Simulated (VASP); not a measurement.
## CdPbO2: single point with PBE

Crystal: CdPbO2.

```
Cd Pb O
1.0
     3.54666    0.00000    0.00000
    -1.77333    3.07150    0.00000
     0.00000    0.00000    5.49732
Cd Pb O
1 1 2
Cartesian
  0.0000 0.0000 2.7487
  0.0000 0.0000 0.0000
  0.0000 2.0477 1.3743
  1.7733 1.0238 4.1230
```

```json
{
 "Program": "VASP 6.6.1",
 "Task": "single point",
 "Functional": "PBE",
 "Potentials or basis": "VASP PAW PBE potentials, release 64 (Cd, Pb_d, O)",
 "Cutoff": "520 eV",
 "k mesh": "6 × 6 × 4",
 "Occupations": "gaussian, width 0.1 eV",
 "Spin": "no spin polarisation"
}
```

| Quantity | Value |
| --- | --- |
| Pressure | 13.5 GPa |
| Largest force | 1.596 eV/Å |
| Band gap on the k mesh | zero (band 19 reaches 5.33 eV, above the bottom of band 20 at 5.22 eV) |

Forces in eV/Å, atoms in the order of the input:
```
Cd   0.000  0.000  0.000
Pb   0.000  0.000  0.000
O    0.000  0.000  1.596
O    0.000  0.000 -1.596
```

Stress tensor (GPa, compression positive):
```
 5.86  0.00  0.00
 0.00  5.86  0.00
 0.00  0.00 28.68
```

Levels at points of the mesh, in eV from the Fermi level:
```
           k point  band 17  band 18  band 19  band 20  band 21  band 22
(0.00, 0.00, 0.00)    -2.34    -1.82    -1.82     0.62     3.82     6.88
(0.50, 0.00, 0.00)    -2.68    -1.76    -0.22     1.71     3.41     4.68
(0.00, 0.00, 0.50)    -2.14    -2.14    -1.02    -0.14     6.97     7.30
(0.50, 0.00, 0.50)    -2.80    -2.69    -0.96     1.44     4.61     5.64
```

It took 26 s on 1 thread of AMD EPYC 9R45 96-Core Processor (Zen 5) (shared host), peak memory 0.17 GiB.

Caveat: spin-orbit coupling is left out, which moves the levels of the heavy elements; forces of over 1 eV/Å act on the atoms, so gaps and moduli don't describe the material at rest.
